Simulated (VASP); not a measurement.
Wanted: the native input for a VASP 6.6.1 run.

| Property | Result |
| --- | --- |
| Task | relaxation of cell and atoms |
| Functional | PBE |
| Potentials or basis | VASP PAW PBE potentials, release 64 (Ga_d) |
| Cutoff | 600 eV |
| k mesh | 18 × 18 × 10 |
| Occupations | fermi-dirac, width 0.05 eV |
| Spin | no spin polarisation |
| Dipole correction | no |
| Further INCAR settings | ALGO = Normal; EDIFF = 1e-06; IBRION = 2; EDIFFG = -0.005; NSW = 100; ISIF = 3 |

The structure of Ga lies in POSCAR:

```
Ga
1.0
    2.5811249152      0.0000000000      0.0000000000
   -1.2905624576      2.2353197469      0.0000000000
    0.0000000000      0.0000000000      4.1814223626
Ga
2
Direct
    0.3333333333      0.6666666667      0.2500000000
    0.6666666667      0.3333333333      0.7500000000
```

This isn't the form of Ga at room conditions, which is orthorhombic.

The input as run:

INCAR

```
PREC = Accurate
ENCUT = 600
EDIFF = 1E-6
ISMEAR = -1
SIGMA = 0.05
LREAL = False
LASPH = True
NELM = 60
ALGO = Normal
ISIF = 3
LWAVE = False
LCHARG = False
GGA = PE
IBRION = 2
NSW = 100
EDIFFG = -0.005
```

KPOINTS

```
Automatic mesh
0
Gamma
  18 18 10
```

Potentials or basis: VASP PAW PBE potentials, release 64 (Ga_d).

The run is started by

```bash
$ cat potpaw_PBE.64/Ga_d/POTCAR > POTCAR
$ mpirun -np 1 vasp_std > vasp.out
```

Results of the run:

```
Relaxed volume                        : 19.03 Å³/atom
Relaxed cell                          : a = 3.008 Å, b = 3.008 Å, c = 4.858 Å, α = 90.00°, β = 90.00°, γ = 120.00°
Space group after relaxing (to 0.1 Å) : P6_3/mmc (No. 194)
Energy gained by relaxing             : 941.5 meV/atom
Ionic steps                           : 9
Pressure after relaxing               : 0.0 GPa
Band gap on the k mesh                : zero (bands 13 and 14 overlap by 7.51 eV)
```

Caveat: the volume moved by over 15 % at a fixed basis, so the end points are rough.

It took 3.1 min on 1 thread of Intel(R) Xeon(R) 6975P-C (Granite Rapids), with other jobs on the host, peak memory 0.23 GiB.
